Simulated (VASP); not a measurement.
Runs of VASP 6.6.1 on GaSi. The structure is that of space group F-43m (No. 216), or close to it. The cells are those of the table. 

```csv
task,cell,k mesh,cutoff (eV),gap on the mesh (eV),pressure (GPa),relaxed volume (Å³/atom)
single point,"a = 3.715 Å, angles 60.0°, 2 atoms",6 × 6 × 6,520,none,(a),-
single point,"a = 3.997 Å, angles 60.0°, 2 atoms",6 × 6 × 6,520,none,0.4,-
single point,"a = 3.999 Å, angles 60.0°, 2 atoms",18 × 18 × 18,520,none,0.1,-
relaxation of cell and atoms,"relaxed from a = 3.997 Å, angles 60.0°, 2 atoms",18 × 18 × 18,600,none,0.1,22.61
relaxation of cell and atoms,"relaxed from a = 3.715 Å, angles 60.0°, 2 atoms",6 × 6 × 6,600,none,0.1,22.68
```

Alike in all rows: level PBE; potentials or basis VASP PAW PBE potentials, release 64 (Ga_d, Si); no spin polarisation; smearing gaussian 0.1 eV.

Q: Fill in the values left out.

A: (a) 20.8.

Caveats: the volume moved by over 15 % at a fixed basis, so the end points are rough (some runs).

A k mesh can miss the band edges, and the runs leave out spin-orbit coupling on Ga.

A gap of «none» marks levels without a gap at the run's occupations.
